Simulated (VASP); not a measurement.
# Sc (P6_3/mmc) in VASP: further runs

Runs on Sc. Level: PBEsol. Tasks: single point.

All numbers are computed with VASP 6.6.1; they aren't measurements. Logs are shortened: lines on timing, memory, paths and dates and some standing lists are left out, and cuts for length are marked.

## Step 1: The cell of the first run

The structure is hexagonal, space group P6_3/mmc (No. 194). The conventional cell has a = 3.309 Å, b = 3.309 Å, c = 5.163 Å, α = 90.00°, β = 90.00°, γ = 120.00°. Sc (site symmetry -6m2) has 12 Sc at 3.21 to 3.31 Å within 4.2 Å.

## Step 2: Single point, PBEsol (strain -0.0200 x Voigt [0, 0, 1, 0, 0, 0])

INCAR

```
PREC = Accurate
ENCUT = 520
EDIFF = 1E-6
ISMEAR = 0
SIGMA = 0.15
LREAL = False
LASPH = True
NELM = 100
ALGO = Fast
ISIF = 2
LWAVE = False
LCHARG = False
GGA = PS
NBANDS = 18
```

KPOINTS

```
regular mesh
0
Gamma
  18 18 10
```

POSCAR

```
Sc
1.0
    3.3087978973      0.0000000000      0.0000000000
   -1.6543989486      2.8655030350      0.0000000000
    0.0000000000      0.0000000000      5.1626400000
Sc
2
Direct
    0.3333333333      0.6666666667      0.2500000000
    0.6666666667      0.3333333333      0.7500000000
```

Potentials or basis: VASP PAW PBE potentials, release 64 (Sc_sv).

Command:

```console
$ cat potpaw_PBE.64/Sc_sv/POTCAR > POTCAR
$ mpirun -np 1 vasp_std > vasp.out
```

OUTCAR:

```text
PREC = Accurate
   ENCUT = 520
   EDIFF = 1E-6
   ISMEAR = 0
   LREAL = False
   LASPH = True
   NELM = 100
   ISIF = 2
   GGA = PS

 ion  position               nearest neighbor table
   1  0.333  0.667  0.250-   2 3.21   2 3.21   2 3.21   2 3.21   2 3.21   2 3.21
   2  0.667  0.333  0.750-   1 3.21   1 3.21   1 3.21   1 3.21   1 3.21   1 3.21

  LATTYP: Found a hexagonal cell.
 ALAT       =     3.3087978973
 C/A-ratio  =     1.5602766202

  Lattice vectors:

 A1 = (   3.3087978973,   0.0000000000,   0.0000000000)
 A2 = (  -1.6543989486,   2.8655030350,   0.0000000000)
 A3 = (   0.0000000000,   0.0000000000,   5.1626400000)

Analysis of symmetry for initial positions (statically):
=====================================================================
 Subroutine PRICEL returns:
 Original cell was already a primitive cell.

 Routine SETGRP: Setting up the symmetry group for a
 hexagonal supercell.

 Subroutine GETGRP returns: Found 24 space group operations
 (whereof 12 operations were pure point group operations)
 out of a pool of 24 trial point group operations.

The static configuration has the point symmetry D_3d.
 The point group associated with its full space group is D_6h.

Analysis of symmetry for dynamics (positions and initial velocities):
=====================================================================
 Subroutine PRICEL returns:
 Original cell was already a primitive cell.

 Routine SETGRP: Setting up the symmetry group for a
 hexagonal supercell.

 Subroutine GETGRP returns: Found 24 space group operations
 (whereof 12 operations were pure point group operations)
 out of a pool of 24 trial point group operations.

The dynamic configuration has the point symmetry D_3d.
 The point group associated with its full space group is D_6h.

 Subroutine INISYM returns: Found 24 space group operations
 (whereof 12 operations are pure point group operations),
 and found     1 'primitive' translations

----------------------------------------------------------------------------------------

                                     Primitive cell

  volume of cell :      48.9489

  direct lattice vectors                    reciprocal lattice vectors
     3.308797897  0.000000000  0.000000000     0.302224563  0.174489433  0.000000000
    -1.654398949  2.865503035  0.000000000     0.000000000  0.348978866  0.000000000
     0.000000000  0.000000000  5.162640000     0.000000000  0.000000000  0.193699348

  length of vectors
     3.308797897  3.308797897  5.162640000     0.348978866  0.348978866  0.193699348

  position of ions in fractional coordinates (direct lattice)
     0.333333333  0.666666667  0.250000000
     0.666666667  0.333333333  0.750000000

  ion indices of the primitive-cell ions
   primitive index   ion index
                 1           1
                 2           2

----------------------------------------------------------------------------------------

 KPOINTS: regular mesh

Automatic generation of k-mesh.
 Grid dimensions read from file:
 generate k-points for:   18   18   10

 Generating k-lattice:

  Cartesian coordinates                     Fractional coordinates (reciprocal lattice)
     0.016790254  0.009693857  0.000000000     0.055555556 -0.000000000  0.000000000
     0.000000000  0.019387715  0.000000000     0.000000000  0.055555556  0.000000000
     0.000000000  0.000000000  0.019369935     0.000000000  0.000000000  0.100000000

  Length of vectors
     0.019387715  0.019387715  0.019369935

  Shift w.r.t. Gamma in fractional coordinates (k-lattice)
     0.000000000  0.000000000  0.000000000

 Subroutine IBZKPT returns following result:
 ===========================================

 Found    222 irreducible k-points:

 Following reciprocal coordinates:
            Coordinates               Weight
  0.000000  0.000000  0.000000      1.000000
  0.055556 -0.000000  0.000000      6.000000
  0.111111 -0.000000  0.000000      6.000000
  0.166667  0.000000  0.000000      6.000000
  0.222222 -0.000000  0.000000      6.000000
  0.277778 -0.000000  0.000000      6.000000
[... 16 lines left out ...]
  0.333333  0.111111  0.000000     12.000000
  0.388889  0.111111  0.000000     12.000000
 [... further k-points ...]
   k-points           NKPTS =    222   k-points in BZ     NKDIM =    222   number of bands    NBANDS=     18
   number of dos      NEDOS =    301   number of ions     NIONS =      2
   total plane-waves  NPLWV =  31360
   dimension x,y,z NGX =    28 NGY =   28 NGZ =   40
   dimension x,y,z NGXF=    56 NGYF=   56 NGZF=   80
   ions per type =               2
   NGX,Y,Z   is equivalent  to a cutoff of  14.07, 14.07, 12.88 a.u.
   NGXF,Y,Z  is equivalent  to a cutoff of  28.14, 28.14, 25.76 a.u.
 SYSTEM =  unknown system
   PREC   = accura    normal or accurate (medium, high low for compatibility)
   ISTART =      0    job   : 0-new  1-cont  2-samecut
   ICHARG =      2    charge: 1-file 2-atom 10-const
   ISPIN  =      1    spin polarized calculation?
   LNONCOLLINEAR =      F non collinear calculations
   LSORBIT =      F    spin-orbit coupling
   LASPH  =      T    aspherical Exc in radial PAW
   ENCUT  =  520.0 eV  38.22 Ry    6.18 a.u.   6.15  6.15  9.60*2*pi/ulx,y,z
   NELM   =    100;   NELMIN=  2; NELMDL= -5     # of ELM steps
   EDIFF  = 0.1E-05   stopping-criterion for ELM
   LREAL  =      F    real-space projection
   EDIFFG = 0.1E-04   stopping-criterion for IOM
   NSW    =      0    number of steps for IOM
   IBRION =     -1    ionic relax: 0-MD 1-quasi-New 2-CG
   NFREE  =      0    steps in history (QN), initial steepest desc. (CG)
   ISIF   =      2    stress and relaxation
   ISYM   =      2    0-nonsym 1-usesym 2-fastsym
   POTIM  = 0.5000    time-step for ionic-motion
   TEBEG  =    0.0;   TEEND  =   0.0 temperature during run
   PSTRESS=    0.0 pullay stress
   NELECT =      22.0000    total number of electrons
   NUPDOWN=      -1.0000    fix difference up-down
   EMIN   =  10.00;   EMAX   =-10.00  energy-range for DOS
   EFERMI =   0.00;   METHOD = LEGACY
   ISMEAR =     0;   SIGMA  =   0.15  broadening in eV -4-tet -1-fermi 0-gaus
   EFERMI_NEDOS =   21; number of points for ismear=-14 and -15
   IALGO  =     68    algorithm
   IMIX   =      4    mixing-type and parameters
     AMIX     =   0.40;   BMIX     =  1.00
     AMIX_MAG =   1.60;   BMIX_MAG =  1.00
  volume/ion in A,a.u.               =      24.47       165.16
  Fermi-wavevector in a.u.,A,eV,Ry     =   1.254011  2.369738 21.395760  1.572544
  Thomas-Fermi vector in A             =   2.387837
   LORBIT       =      0    0 simple, 1 ext, 2 COOP (PROOUT), +10 PAW based schemes
   GGA     = PS    functional components
   LHFCALC =     F    Hartree Fock is set to
   AEXX    =    0.0000 exact exchange contribution
   IVDW    =     0    specifies the selected vdW correction
   LEPSILON=     F    determine dielectric tensor
   LRPA    =     F    only Hartree local field effects (RPA)
 non-spin polarized calculation
 RMM-DIIS sequential band-by-band and
 Gauss-broadening in eV      SIGMA  =   0.15
  energy-cutoff  :      520.00
  volume of cell :       48.95
 maximum number of plane-waves:      1339
 NGX is ok and might be reduce to    28
   NGX = 13   NGY = 13   NGZ = 19

 number of electron      21.9999995 magnetization

 Free energy of the ion-electron system (eV)
  ---------------------------------------------------
  ext. energy  EPLUGINS =         0.00000000
  ---------------------------------------------------
  free energy    TOTEN  =       -13.22454466 eV

  energy without entropy =      -13.17839321  energy(sigma->0) =      -13.20146894

 E-fermi :   3.6134     XC(G=0): -10.0184

 val. band max:        3.6117124899   @ k =   0.2778   0.1111   0.1000
 cond. band min:       3.6166991886   @ k =   0.3333   0.0556   0.4000
 fundamental gap:      0.0049866987
 Fermi energy:         3.6134420446

 k-point     1 :       0.0000    0.0000    0.0000
  band No.  band energies     occupation
      1     -45.5717      2.00000
      2     -45.4973      2.00000
      3     -24.4994      2.00000
      4     -24.1440      2.00000
      5     -24.1440      2.00000
      6     -24.0755      2.00000
[... 10 lines left out ...]
     17       5.9433      0.00000
     18       5.9434      0.00000

 k-point     2 :       0.0556   -0.0000    0.0000
  band No.  band energies     occupation
      1     -45.5702      2.00000
      2     -45.4968      2.00000
      3     -24.4952      2.00000
      4     -24.1521      2.00000
      5     -24.1469      2.00000
      6     -24.0839      2.00000
[... 10 lines left out ...]
     17       5.8853      0.00000
     18       5.9005      0.00000

 k-point     3 :       0.1111   -0.0000    0.0000
  band No.  band energies     occupation
      1     -45.5658      2.00000
      2     -45.4954      2.00000
      3     -24.4828      2.00000
      4     -24.1755      2.00000
      5     -24.1549      2.00000
      6     -24.1083      2.00000
[... 10 lines left out ...]
     17       5.7852      0.00000
     18       5.8390      0.00000

 k-point     4 :       0.1667    0.0000    0.0000
  band No.  band energies     occupation
      1     -45.5588      2.00000
      2     -45.4932      2.00000
      3     -24.4631      2.00000
      4     -24.2114      2.00000
      5     -24.1669      2.00000
      6     -24.1451      2.00000
[... 10 lines left out ...]
     17       5.9510      0.00000
     18       6.0462      0.00000

 k-point     5 :       0.2222   -0.0000    0.0000
  band No.  band energies     occupation
      1     -45.5500      2.00000
      2     -45.4909      2.00000
      3     -24.4372      2.00000
      4     -24.2559      2.00000
      5     -24.1892      2.00000
      6     -24.1811      2.00000
[... 10 lines left out ...]
     17       6.1902      0.00000
     18       6.3156      0.00000

 k-point     6 :       0.2778   -0.0000    0.0000
  band No.  band energies     occupation
      1     -45.5402      2.00000
      2     -45.4889      2.00000
      3     -24.4070      2.00000
      4     -24.3037      2.00000
      5     -24.2350      2.00000
      6     -24.1959      2.00000
[... 10 lines left out ...]
     17       6.4845      0.00000
     18       6.6288      0.00000

 k-point     7 :       0.3333   -0.0000    0.0000
  band No.  band energies     occupation
      1     -45.5303      2.00000
      2     -45.4876      2.00000
      3     -24.3747      2.00000
      4     -24.3488      2.00000
      5     -24.2770      2.00000
      6     -24.2096      2.00000
[... 10 lines left out ...]
     17       6.8176      0.00000
     18       6.9484      0.00000

 k-point     8 :       0.3889    0.0000    0.0000
  band No.  band energies     occupation
      1     -45.5215      2.00000
      2     -45.4873      2.00000
      3     -24.3858      2.00000
      4     -24.3437      2.00000
      5     -24.3107      2.00000
      6     -24.2205      2.00000
[... 10 lines left out ...]
     17       7.2411      0.00000
     18       7.3378      0.00000
[... 229 lines left out ...]
     17       5.9462      0.00000
     18       6.2462      0.00000

 k-point    20 :       0.1667    0.1111    0.0000
  band No.  band energies     occupation
      1     -45.5465      2.00000
      2     -45.4901      2.00000
      3     -24.4266      2.00000
      4     -24.2582      2.00000
      5     -24.2312      2.00000
      6     -24.1665      2.00000
[... 10 lines left out ...]
     17       6.1431      0.00000
     18       6.5488      0.00000

 k-point    21 :       0.2222    0.1111    0.0000
  band No.  band energies     occupation
      1     -45.5371      2.00000
      2     -45.4884      2.00000
      3     -24.3971      2.00000
      4     -24.3014      2.00000
      5     -24.2627      2.00000
      6     -24.1900      2.00000
[... 10 lines left out ...]
     17       6.5113      0.00000
     18       6.8902      0.00000

 k-point    22 :       0.2778    0.1111    0.0000
  band No.  band energies     occupation
      1     -45.5276      2.00000
      2     -45.4874      2.00000
      3     -24.3654      2.00000
      4     -24.3437      2.00000
      5     -24.2901      2.00000
      6     -24.2125      2.00000
[... 10 lines left out ...]
     17       6.8857      0.00000
     18       7.2541      0.00000

 k-point    23 :       0.3333    0.1111    0.0000
  band No.  band energies     occupation
      1     -45.5190      2.00000
      2     -45.4874      2.00000
      3     -24.3785      2.00000
      4     -24.3346      2.00000
      5     -24.3120      2.00000
      6     -24.2307      2.00000
[... 10 lines left out ...]
     17       7.2103      0.00000
     18       7.6100      0.00000

 k-point    24 :       0.3889    0.1111    0.0000
  band No.  band energies     occupation
      1     -45.5126      2.00000
      2     -45.4882      2.00000
      3     -24.4012      2.00000
      4     -24.3262      2.00000
      5     -24.3096      2.00000
      6     -24.2425      2.00000
[... 10 lines left out ...]
     17       7.4048      0.00000
     18       7.6618      0.00000

 [... further k-points ...]

------------------------ aborting loop because EDIFF is reached ----------------------------------------

  FORCE on cell =-STRESS in cart. coord.  units (eV):
  Direction    XX          YY          ZZ          XY          YZ          ZX
  --------------------------------------------------------------------------------------
  -------------------------------------------------------------------------------------
  Total       -0.5278002     -0.5278002     -0.6062776     -0.0000000      0.0000000      0.0000000
  in kB      -17.2757622    -17.2757622    -19.8444551     -0.0000000      0.0000000      0.0000000
  external PRESSURE =     -18.1319932 kB  Pullay stress =       0.0000000 kB

 VOLUME and BASIS-vectors are now :
 -----------------------------------------------------------------------------
  energy-cutoff  :      520.00
  volume of cell :       48.95
      direct lattice vectors                 reciprocal lattice vectors
     3.308797897  0.000000000  0.000000000     0.302224563  0.174489433  0.000000000
    -1.654398949  2.865503035  0.000000000     0.000000000  0.348978866  0.000000000
     0.000000000  0.000000000  5.162640000     0.000000000  0.000000000  0.193699348

 POSITION                                       TOTAL-FORCE (eV/Angst)
 -----------------------------------------------------------------------------------
     -0.00000      1.91034      1.29066        -0.000000      0.000000      0.000000
      1.65440      0.95517      3.87198         0.000000     -0.000000      0.000000
 -----------------------------------------------------------------------------------
    total drift:                                0.000000     -0.000000      0.000000

  FREE ENERGIE OF THE ION-ELECTRON SYSTEM (eV)
  ---------------------------------------------------
  free  energy   TOTEN  =       -13.2245446632 eV

  energy  without entropy=      -13.1783932133  energy(sigma->0) =      -13.20146894
```

It took 2.7 min on 1 thread of AMD EPYC 9R45 (Zen 5), shared host; peak memory 0.26 GiB.

What came out:

- Free energy: -13.2245 eV
- Pressure: -1.8 GPa
- Band gap on the k mesh: zero (bands 11 and 12 overlap by 1.48 eV)

Stress tensor (GPa, compression positive):
```
-1.73  0.00  0.00
 0.00 -1.73  0.00
 0.00  0.00 -1.98
```

Caveat: the cell differs from its parent crystal (strain -0.0200 x Voigt [0, 0, 1, 0, 0, 0]); the PAW data sets were made with another functional, which shifts forces and pressure a little.

(Part 1 of 2 ends here.)
